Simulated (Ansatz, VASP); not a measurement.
## Two plane-wave programs on ZnS

```
Zn S
1.0
     3.69447    0.00000    0.00000
    -1.84724    3.19951    0.00000
     0.00000    0.00000   12.84046
Zn S
4 4
Direct
  0.00000 0.00000 0.00011
  0.00000 0.00000 0.50011
  0.33333 0.66667 0.25007
  0.66667 0.33333 0.75007
  0.00000 0.00000 0.18724
  0.00000 0.00000 0.68724
  0.33333 0.66667 0.43758
  0.66667 0.33333 0.93758
```

Change from the starting cell: strain -0.030 along x and y, +0.030 along z, atoms carried along.

Alike in both runs: task single point; functional r2SCAN; k mesh 6 × 6 × 2; occupations gaussian, width 0.05 eV; no spin polarisation.

|  | VASP | Ansatz |
| --- | --- | --- |
| version | VASP 6.6.1 | Ansatz 0.2.0 |
| potentials or method | VASP PAW PBE potentials, release 64 (Zn, S), cutoff 520 eV | scalar-relativistic, plane waves, PAW |
| valence electrons in the cell | 72 | 72 |

|  | VASP | Ansatz | Ansatz less VASP |
| --- | --- | --- | --- |
| gap on the k mesh at the Fermi level (eV) | 2.70 | 2.69 | -0.011 |
| least direct gap on the mesh (eV) | 2.70 | 2.69 | -0.011 |
| pressure (GPa) | 3.1 | 3.1 | -0.05 |
| traceless stress, the component that is largest in VASP (GPa) | -6.07 | -6.06 | +0.005 |
| rms of the force components (eV/Å) | 0.217 | 0.221 | +0.0039 |

VASP's potentials were made for PBE, not for r2SCAN. Atom by atom the forces differ by 0.004 eV/Å (rms over components).
